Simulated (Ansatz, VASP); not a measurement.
# Bi in VASP and in Ansatz

```
Bi
1.0
     3.26789    0.00000    0.00000
    -1.63394    2.83007    0.00000
     0.00000    0.00000    3.10497
Bi
1
Cartesian
  0.0000 0.0000 0.0000
```

Change from the starting cell: volume scaled by 0.85, LAPW.

Alike in both runs: task single point; functional PBE; k mesh 14 × 14 × 13; occupations fermi-dirac, width 0.1 eV; no spin polarisation.

|  | VASP | Ansatz |
| --- | --- | --- |
| version | VASP 6.6.1 | Ansatz 0.2.0 |
| potentials or method | VASP PAW PBE potentials, release 64 (Bi_d), cutoff 520 eV | all-electron LAPW, scalar-relativistic |

Ansatz gave:

- pressure (GPa): 11.5

Question: What did VASP give for the same quantities?

Answer: Pressure (GPa): 11.4.

Ansatz ran all-electron here, and VASP with PAW potentials.

Spin-orbit coupling is off throughout.
